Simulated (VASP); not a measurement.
NaH:

```
Na H
1.0
     0.00000    2.44000    2.44000
     2.44000    0.00000    2.44000
     2.44000    2.44000    0.00000
Na H
1 1
Direct
  0.00000 0.00000 0.00000
  0.50000 0.50000 0.50000
```

Base run:

```yaml
Program: VASP 6.6.1
Functional: PBE
Potentials_or_basis: VASP PAW PBE potentials, release 64 (Na_pv, H)
Cutoff: 520 eV
k_mesh: 9 × 9 × 9
Occupations: fermi-dirac, width 0.03 eV
Spin: no spin polarisation
```

Its results: band gap on the k mesh 4.01 eV (least direct gap 4.70 eV); pressure -0.7 GPa.

Task: The run is repeated on the same cell with these changes: functional from PBE to r2SCAN. What comes out?

Result: Band gap on the k mesh 4.61 eV (least direct gap 5.28 eV); pressure -1.3 GPa.

Caveats: an odd mesh through Γ misses points on the zone boundary, where band edges can lie; the PAW data sets were made with another functional, which shifts forces and pressure a little (at least some runs).
